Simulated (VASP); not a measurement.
# SiO2 (P4_12_12) in VASP: single point with PBE

Aim: the single point of SiO2 with PBE.

Program: VASP 6.6.1. These are calculated values, not measurements. Logs are shortened: lines on timing, memory, paths and dates and some standing lists are left out, and cuts for length are marked.

### Step 1. The cell of the first run

Symmetry: P4_12_12, No. 92, tetragonal system. Conventional cell: a = 5.081 Å, b = 5.081 Å, c = 7.094 Å, α = 90.00°, β = 90.00°, γ = 90.00°. Within 2.2 Å of Si (site symmetry 2) lie 4 O at 1.63 Å. O (site symmetry 1) has 2 Si at 1.63 Å within 2.2 Å.

### Step 2. Single point, PBE

Input file INCAR:

```
SYSTEM = SiO2
PREC = Accurate
ENCUT = 600
EDIFF = 1E-6
ISMEAR = 0
SIGMA = 0.01
LREAL = .FALSE.
LASPH = .TRUE.
NELM = 120
ALGO = Normal
ISIF = 2
LWAVE = .FALSE.
LCHARG = .FALSE.
GGA = PE
NBANDS = 82
GGA_COMPAT = .FALSE.
```

Input file KPOINTS:

```
regular mesh
0
G
  1 1 1
  0 0 0
```

Input file POSCAR:

```
SiO2
1.0
    0.0000000000      5.0813926894      7.0944098913
    5.0813926894      0.0000000000      7.0944098913
    5.0813926894      5.0813926894      0.0000000000
Si O
8 16
Direct
    0.2500000000      0.2500000000      0.4557663031
    0.7500000000      0.7500000000      0.9557663031
    0.0807663031      0.6692336969      0.1250000000
    0.5807663031      0.1692336969      0.6250000000
    0.4192336969      0.8307663031      0.3750000000
    0.9192336969      0.3307663031      0.8750000000
    0.0000000000      0.0000000000      0.2942336969
    0.5000000000      0.5000000000      0.7942336969
    0.0892867290      0.2360795162      0.6696805091
    0.5892867290      0.7360795162      0.1696805091
    0.4860795162      0.3392867290      0.7549532456
    0.9860795162      0.8392867290      0.2549532456
    0.4107132710      0.2639204838      0.4950467544
    0.9107132710      0.7639204838      0.9950467544
    0.2053194909      0.8700467544      0.3889204838
    0.7053194909      0.3700467544      0.8889204838
    0.0139204838      0.1607132710      0.0803194909
    0.5139204838      0.6607132710      0.5803194909
    0.3799532456      0.0446805091      0.3610795162
    0.8799532456      0.5446805091      0.8610795162
    0.2946805091      0.6299532456      0.9642867290
    0.7946805091      0.1299532456      0.4642867290
    0.1200467544      0.4553194909      0.2857132710
    0.6200467544      0.9553194909      0.7857132710
```

Potentials or basis: VASP PAW PBE potentials, release 64 (Si, O).

Command:

```bash
> cat potpaw_PBE.64/Si/POTCAR potpaw_PBE.64/O/POTCAR > POTCAR
> mpirun -np 1 vasp_gam > vasp.out
```

OUTCAR:

```text
SYSTEM = SiO2
   PREC = Accurate
   ENCUT = 600
   EDIFF = 1E-6
   ISMEAR = 0
   LREAL = .FALSE.
   LASPH = .TRUE.
   NELM = 120
   ISIF = 2
   GGA = PE

 ion  position               nearest neighbor table
   1  0.250  0.250  0.456-   9 1.63  13 1.63  23 1.63  19 1.63   3 3.13   4 3.13   5 3.13   6 3.13

   2  0.750  0.750  0.956-  10 1.63  14 1.63  24 1.63  20 1.63   3 3.13   4 3.13   5 3.13   6 3.13

   3  0.081  0.669  0.125-  21 1.63  23 1.63  12 1.63  14 1.63   1 3.13   2 3.13   7 3.13   8 3.13

   4  0.581  0.169  0.625-  22 1.63  24 1.63  11 1.63  13 1.63   1 3.13   2 3.13   7 3.13   8 3.13

   5  0.419  0.831  0.375-  15 1.63  19 1.63  18 1.63  10 1.63   1 3.13   2 3.13   7 3.13   8 3.13

   6  0.919  0.331  0.875-  16 1.63  20 1.63  17 1.63   9 1.63   1 3.13   2 3.13   7 3.13   8 3.13

   7  0.000  0.000  0.294-  17 1.63  12 1.63  22 1.63  15 1.63   3 3.13   4 3.13   5 3.13   6 3.13

   8  0.500  0.500  0.794-  18 1.63  11 1.63  21 1.63  16 1.63   3 3.13   4 3.13   5 3.13   6 3.13

   9  0.089  0.236  0.670-   1 1.63   6 1.63
  10  0.589  0.736  0.170-   2 1.63   5 1.63
  11  0.486  0.339  0.755-   8 1.63   4 1.63
  12  0.986  0.839  0.255-   7 1.63   3 1.63
  13  0.411  0.264  0.495-   1 1.63   4 1.63
  14  0.911  0.764  0.995-   2 1.63   3 1.63
[... 8 lines left out ...]
  23  0.120  0.455  0.286-   3 1.63   1 1.63
  24  0.620  0.955  0.786-   4 1.63   2 1.63

  LATTYP: Found a body centered tetragonal cell.
 ALAT       =     7.1861744571
 C/A-ratio  =     1.9744608021

  Lattice vectors:

 A1 = (  -5.0813926894,   0.0000000000,   7.0944098913)
 A2 = (   5.0813926894,   0.0000000000,   7.0944098913)
 A3 = (   0.0000000000,   5.0813926894,  -7.0944098913)

Analysis of symmetry for initial positions (statically):
=====================================================================
 Subroutine PRICEL returns following result:

  LATTYP: Found a simple tetragonal cell.
 ALAT       =     5.0813926894
 C/A-ratio  =     1.3961546224

  Lattice vectors:

 A1 = (   5.0813926894,   0.0000000000,   0.0000000000)
 A2 = (   0.0000000000,   5.0813926894,   0.0000000000)
 A3 = (   0.0000000000,   0.0000000000,   7.0944098913)

   2 primitive cells build up your supercell.

 Routine SETGRP: Setting up the symmetry group for a
 body centered tetragonal supercell.

 Subroutine GETGRP returns: Found  8 space group operations
 (whereof  2 operations were pure point group operations)
 out of a pool of 16 trial point group operations.

The static configuration has the point symmetry C_2 .
 The point group associated with its full space group is D_4 .

Analysis of symmetry for dynamics (positions and initial velocities):
=====================================================================
 Subroutine PRICEL returns following result:

  LATTYP: Found a simple tetragonal cell.
 ALAT       =     5.0813926894
 C/A-ratio  =     1.3961546224

  Lattice vectors:

 A1 = (   5.0813926894,   0.0000000000,   0.0000000000)
 A2 = (   0.0000000000,   5.0813926894,   0.0000000000)
 A3 = (   0.0000000000,   0.0000000000,   7.0944098913)

   2 primitive cells build up your supercell.

 Routine SETGRP: Setting up the symmetry group for a
 body centered tetragonal supercell.

 Subroutine GETGRP returns: Found  8 space group operations
 (whereof  2 operations were pure point group operations)
 out of a pool of 16 trial point group operations.

The dynamic configuration has the point symmetry C_2 .
 The point group associated with its full space group is D_4 .

 Subroutine INISYM returns: Found  8 space group operations
 (whereof  2 operations are pure point group operations),
 and found     2 'primitive' translations

----------------------------------------------------------------------------------------

                                     Primitive cell

  volume of cell :     183.1816

  direct lattice vectors                    reciprocal lattice vectors
     5.081392689  0.000000000  0.000000000     0.196796442  0.000000000  0.000000000
     0.000000000  5.081392689  0.000000000     0.000000000  0.196796442  0.000000000
     0.000000000  0.000000000  7.094409891     0.000000000  0.000000000  0.140956051

  length of vectors
     5.081392689  5.081392689  7.094409891     0.196796442  0.196796442  0.140956051

  position of ions in fractional coordinates (direct lattice)
     0.705766303  0.705766303  0.500000000
     0.794233697  0.205766303  0.750000000
     0.205766303  0.794233697  0.250000000
     0.294233697  0.294233697  0.000000000
     0.905760025  0.758967238  0.325366245
     0.094239975  0.241032762  0.825366245
     0.758967238  0.905760025  0.674633755
     0.258967238  0.594239975  0.075366245
     0.241032762  0.094239975  0.174633755
     0.405760025  0.741032762  0.424633755
     0.594239975  0.258967238  0.924633755
     0.741032762  0.405760025  0.575366245

  ion indices of the primitive-cell ions
   primitive index   ion index
                 1           1
                 2           4
                 3           5
                 4           7
                 5           9
                 6          11
                 7          13
                 8          15
                 9          17
                10          19
                11          22
                12          23

----------------------------------------------------------------------------------------

 KPOINTS: regular mesh

Automatic generation of k-mesh.
 Grid dimensions read from file:
 generate k-points for:    1    1    1

 Generating k-lattice:

  Cartesian coordinates                     Fractional coordinates (reciprocal lattice)
    -0.098398221  0.098398221  0.070478025     1.000000000  0.000000000  0.000000000
     0.098398221 -0.098398221  0.070478025     0.000000000  1.000000000  0.000000000
     0.098398221  0.098398221 -0.070478025    -0.000000000 -0.000000000  1.000000000

  Length of vectors
     0.155985806  0.155985806  0.155985806

  Shift w.r.t. Gamma in fractional coordinates (k-lattice)
     0.000000000  0.000000000  0.000000000

 Subroutine IBZKPT returns following result:
 ===========================================

 Found      1 irreducible k-points:

 Following reciprocal coordinates:
            Coordinates               Weight
  0.000000  0.000000  0.000000      1.000000
   k-points           NKPTS =      1   k-points in BZ     NKDIM =      1   number of bands    NBANDS=     82
   number of dos      NEDOS =    301   number of ions     NIONS =     24
   total plane-waves  NPLWV = 294000
   dimension x,y,z NGX =    70 NGY =   70 NGZ =   60
   dimension x,y,z NGXF=   140 NGYF=  140 NGZF=  120
   ions per type =               8  16
   NGX,Y,Z   is equivalent  to a cutoff of  13.34, 13.34, 13.88 a.u.
   NGXF,Y,Z  is equivalent  to a cutoff of  26.67, 26.67, 27.76 a.u.
 SYSTEM =  SiO2
   PREC   = accura    normal or accurate (medium, high low for compatibility)
   ISTART =      0    job   : 0-new  1-cont  2-samecut
   ICHARG =      2    charge: 1-file 2-atom 10-const
   ISPIN  =      1    spin polarized calculation?
   LNONCOLLINEAR =      F non collinear calculations
   LSORBIT =      F    spin-orbit coupling
   LASPH  =      T    aspherical Exc in radial PAW
   ENCUT  =  600.0 eV  44.10 Ry    6.64 a.u.  17.43 17.43 14.35*2*pi/ulx,y,z
   NELM   =    120;   NELMIN=  2; NELMDL= -5     # of ELM steps
   EDIFF  = 0.1E-05   stopping-criterion for ELM
   LREAL  =      F    real-space projection
   EDIFFG = 0.1E-04   stopping-criterion for IOM
   NSW    =      0    number of steps for IOM
   IBRION =     -1    ionic relax: 0-MD 1-quasi-New 2-CG
   NFREE  =      0    steps in history (QN), initial steepest desc. (CG)
   ISIF   =      2    stress and relaxation
   ISYM   =      2    0-nonsym 1-usesym 2-fastsym
   POTIM  = 0.5000    time-step for ionic-motion
   TEBEG  =    0.0;   TEEND  =   0.0 temperature during run
   PSTRESS=    0.0 pullay stress
   NELECT =     128.0000    total number of electrons
   NUPDOWN=      -1.0000    fix difference up-down
   EMIN   =  10.00;   EMAX   =-10.00  energy-range for DOS
   EFERMI =   0.00;   METHOD = LEGACY
   ISMEAR =     0;   SIGMA  =   0.01  broadening in eV -4-tet -1-fermi 0-gaus
   EFERMI_NEDOS =   21; number of points for ismear=-14 and -15
   IALGO  =     38    algorithm
   IMIX   =      4    mixing-type and parameters
     AMIX     =   0.40;   BMIX     =  1.00
     AMIX_MAG =   1.60;   BMIX_MAG =  1.00
  volume/ion in A,a.u.               =      15.27       103.01
  Fermi-wavevector in a.u.,A,eV,Ry     =   1.153031  2.178912 18.088672  1.329480
  Thomas-Fermi vector in A             =   2.289678
   LORBIT       =      0    0 simple, 1 ext, 2 COOP (PROOUT), +10 PAW based schemes
   GGA     = PE    functional components
   LHFCALC =     F    Hartree Fock is set to
   AEXX    =    0.0000 exact exchange contribution
   IVDW    =     0    specifies the selected vdW correction
   LEPSILON=     F    determine dielectric tensor
   LRPA    =     F    only Hartree local field effects (RPA)
 non-spin polarized calculation
 Gauss-broadening in eV      SIGMA  =   0.01
  energy-cutoff  :      600.00
  volume of cell :      366.36
 maximum number of plane-waves:      6149
 NGX is ok and might be reduce to    70
   NGX = 35   NGY = 35   NGZ = 29

 number of electron     127.9999984 magnetization

 Free energy of the ion-electron system (eV)
  ---------------------------------------------------
  ext. energy  EPLUGINS =         0.00000000
  ---------------------------------------------------
  free energy    TOTEN  =      -189.80586889 eV

  energy without entropy =     -189.80586889  energy(sigma->0) =     -189.80586889

 E-fermi :  -0.1626     XC(G=0):  -8.1059

 val. band max:       -0.2745068407   @ k =   0.0000   0.0000   0.0000
 cond. band min:       5.2316645551   @ k =   0.0000   0.0000   0.0000
 fundamental gap:      5.5061713958
 Fermi energy:        -0.1625834887

 k-point     1 :       0.0000    0.0000    0.0000
  band No.  band energies     occupation
      1     -19.5936      2.00000
      2     -18.7322      2.00000
      3     -18.7322      2.00000
      4     -18.7068      2.00000
      5     -18.7068      2.00000
      6     -18.7068      2.00000
[... 68 lines left out ...]
     75       9.2464      0.00000
     76       9.2464      0.00000
 [bands above 76 left out]

------------------------ aborting loop because EDIFF is reached ----------------------------------------

  FORCE on cell =-STRESS in cart. coord.  units (eV):
  Direction    XX          YY          ZZ          XY          YZ          ZX
  --------------------------------------------------------------------------------------
  -------------------------------------------------------------------------------------
  Total       -0.4051460     -0.4051460     -0.0676626      0.0000000      0.0000000      0.0000000
  in kB       -1.7717822     -1.7717822     -0.2959017      0.0000000      0.0000000      0.0000000
  external PRESSURE =      -1.2798220 kB  Pullay stress =       0.0000000 kB

 VOLUME and BASIS-vectors are now :
 -----------------------------------------------------------------------------
  energy-cutoff  :      600.00
  volume of cell :      366.36
      direct lattice vectors                 reciprocal lattice vectors
     0.000000000  5.081392689  7.094409891    -0.098398221  0.098398221  0.070478025
     5.081392689  0.000000000  7.094409891     0.098398221 -0.098398221  0.070478025
     5.081392689  5.081392689  0.000000000     0.098398221  0.098398221 -0.070478025

 POSITION                                       TOTAL-FORCE (eV/Angst)
 -----------------------------------------------------------------------------------
      3.58628      3.58628      3.54720        -0.021278     -0.021278      0.000000
      8.66767      8.66767     10.64161        -0.021278     -0.021278      0.000000
      4.03581      1.04558      5.32081         0.021278     -0.021278      0.000000
      4.03581      6.12697      5.32081         0.021278     -0.021278      0.000000
      6.12697      4.03581      8.86801        -0.021278      0.021278      0.000000
      6.12697      9.11721      8.86801        -0.021278      0.021278      0.000000
[... 16 lines left out ...]
      3.76548      2.06183      4.08188        -0.010111      0.028766      0.008294
      8.84687      7.14322     11.17629        -0.010111      0.028766      0.008294
 -----------------------------------------------------------------------------------
    total drift:                               -0.000030      0.000030     -0.000000

  FREE ENERGIE OF THE ION-ELECTRON SYSTEM (eV)
  ---------------------------------------------------
  free  energy   TOTEN  =      -189.8058688921 eV

  energy  without entropy=     -189.8058688921  energy(sigma->0) =     -189.80586889
```

Wall time 66 s (1 thread of AMD EPYC 7R13 (Zen 3), shared host); peak memory 0.53 GiB.

Results:

* Free energy: -189.8059 eV
* Pressure: -0.1 GPa
* Largest force: 0.032 eV/Å

Forces on the atoms (eV/Å):
```
Si  -0.021 -0.021  0.000
Si  -0.021 -0.021  0.000
Si   0.021 -0.021  0.000
Si   0.021 -0.021  0.000
Si  -0.021  0.021  0.000
Si  -0.021  0.021  0.000
Si   0.021  0.021  0.000
Si   0.021  0.021  0.000
O    0.029  0.010  0.008
O    0.029  0.010  0.008
O   -0.029 -0.010  0.008
O   -0.029 -0.010  0.008
O    0.010  0.029 -0.008
O    0.010  0.029 -0.008
O    0.010 -0.029  0.008
O    0.010 -0.029  0.008
O   -0.010 -0.029 -0.008
O   -0.010 -0.029 -0.008
O    0.029 -0.010 -0.008
O    0.029 -0.010 -0.008
O   -0.029  0.010 -0.008
O   -0.029  0.010 -0.008
O   -0.010  0.029  0.008
O   -0.010  0.029  0.008
```

Caveat: the k points lie up to 0.98 Å⁻¹ apart.
